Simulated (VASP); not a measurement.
The system is ZnS.

```
Zn S
1.0
     0.00000    2.61326    2.78866
     2.61326    0.00000    2.78866
     2.61326    2.61326    0.00000
Zn S
1 1
Direct
  0.00000 0.00000 0.00000
  0.25000 0.25000 0.25000
```

This cell differs from its parent crystal: epitaxial xy strain -3.0%.

Base run:

| Property | Result |
| --- | --- |
| Program | VASP 6.6.1 |
| Functional | r2SCAN |
| Potentials or basis | VASP PAW PBE potentials, release 64 (Zn, S) |
| Cutoff | 520 eV |
| k mesh | 8 × 8 × 8 |
| Occupations | gaussian, width 0.01 eV |
| Spin | no spin polarisation |

Its results: band gap on the k mesh 2.74 eV, direct; pressure 2.2 GPa.

Task: The run is repeated on the same cell with these changes: functional from r2SCAN to PBE; occupations from gaussian, width 0.01 eV to fermi-dirac, width 0.02 eV. What comes out?

Result: Band gap on the k mesh 2.17 eV, direct; pressure 4.6 GPa.

Caveats: the PAW data sets were made with another functional, which shifts forces and pressure a little (some runs).

